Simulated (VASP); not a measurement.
A run of VASP 6.6.1 is set up as follows.

Contents of INCAR:

```
SYSTEM = Be
ALGO     = Normal         ! electronic algorithm
EDIFF    = 1E-6           ! SCF threshold, eV
ENCUT    = 520            ! plane-wave cutoff, eV
ISIF     = 2              ! what is computed and relaxed
ISMEAR   = -1             ! smearing method
LASPH    = .TRUE.         ! aspherical terms in the spheres
LCHARG   = .FALSE.        ! write CHGCAR
LREAL    = .FALSE.        ! projectors in reciprocal space
LWAVE    = .FALSE.        ! write WAVECAR
NBANDS   = 7              ! bands
NELM     = 100            ! most SCF steps
PREC     = Accurate       ! precision mode
SIGMA    = 0.05           ! smearing width, eV
```

The input KPOINTS:

```
k-points
0
G
  21 21 21
  0 0 0
```

File POSCAR:

```
Be
1.0
    0.0000000000      1.3101229092      1.3101229092
    1.3101229092      0.0000000000      1.3101229092
    1.3101229092      1.3101229092      0.0000000000
Be
1
Direct
    0.0000000000      0.0000000000      0.0000000000
```

Potentials or basis: VASP PAW LDA potentials, release 64 (Be).

Launch:

```bash
$ cat potpaw_LDA.64/Be/POTCAR > POTCAR
$ mpirun -np 1 vasp_std > vasp.out
```

Task: Predict the pressure.

Result: 158.8 GPa.

Task: Estimate the band gap on the k mesh.

Result: Zero (band 1 reaches 13.19 eV, above the bottom of band 2 at 12.46 eV).
